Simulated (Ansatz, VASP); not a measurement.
Two plane-wave programs on BN

INCAR

```
SYSTEM = BN
PREC     = Accurate       ! precision mode
ENCUT    = 520            ! plane-wave cutoff, eV
EDIFF    = 1E-7           ! SCF threshold, eV
ISMEAR   = -1             ! smearing method
SIGMA    = 0.05           ! smearing width, eV
LREAL    = .FALSE.        ! projectors in reciprocal space
LASPH    = .TRUE.         ! aspherical terms in the spheres
NELM     = 80             ! most SCF steps
ALGO     = Normal         ! electronic algorithm
ISIF     = 2              ! what is computed and relaxed
LWAVE    = .FALSE.        ! write WAVECAR
LCHARG   = .FALSE.        ! write CHGCAR
GGA      = PS             ! functional
NBANDS   = 16             ! bands
```

File KPOINTS:

```
Automatic mesh
0
G
  7 7 3
  0 0 0
```

Contents of POSCAR:

```
BN
1.0
    2.4982400000      0.0000000000      0.0000000000
   -1.2491200000      2.1635393048      0.0000000000
    0.0000000000      0.0000000000      6.6357000000
N B
2 2
Direct
    0.6666666667      0.3333333333      0.2500000000
    0.3333333333      0.6666666667      0.7500000000
    0.6666666667      0.3333333333      0.7500000000
    0.3333333333      0.6666666667      0.2500000000
```

File input.yaml:

```yaml
crystal:
  lattice:
    - [2.49824, 0.0, 0.0]
    - [-1.24912, 2.1635393048, 0.0]
    - [0.0, 0.0, 6.6357]
  atoms:
    - { symbol: "N", position: [0.6666666667, 0.3333333333, 0.25] }
    - { symbol: "N", position: [0.3333333333, 0.6666666667, 0.75] }
    - { symbol: B, position: [0.6666666667, 0.3333333333, 0.75] }
    - { symbol: B, position: [0.3333333333, 0.6666666667, 0.25] }
hamiltonian:
  xc: pbesol
  pseudopotentials: { kind: paw }
kpoints:
  mp_grid: { grid: [7, 7, 3] }
scf:
  occupations: { method: fermi_dirac, width: 0.05 }
  n_extra_bands: 10
output:
  forces: true
  stress: true
  eigenvalues: true
  dos: { projected: true, de: 0.05, nscf_kmesh: { grid: [11, 11, 5] } }
```

Alike in both runs: functional PBEsol; k mesh 7 × 7 × 3; occupations fermi-dirac, width 0.05 eV; no spin polarisation.

|  | VASP | Ansatz |
| --- | --- | --- |
| version | VASP 6.6.1 | Ansatz 0.2.0 |
| potentials or method | VASP PAW PBE potentials, release 64 (N, B) | Ansatz PAW |
| plane-wave cutoff (eV) | 520 | 420 |
| valence electrons in the cell | 16 | 16 |
| task | single point | projected density of states |

```tsv
	VASP	Ansatz	Ansatz less VASP
gap on the k mesh at the Fermi level (eV)	4.40	4.41	+0.009
least direct gap on the mesh (eV)	4.61	4.62	+0.009
pressure (GPa)	2.5	2.2	-0.31
traceless stress, the component that is largest in VASP (GPa)	-1.66	-1.20	+0.458
```

VASP's potentials were made for PBE, not for PBEsol.

Noted on Ansatz's run: odd divisions of the mesh miss points on the zone boundary, where band edges often lie, so the gap on the mesh can be too wide.
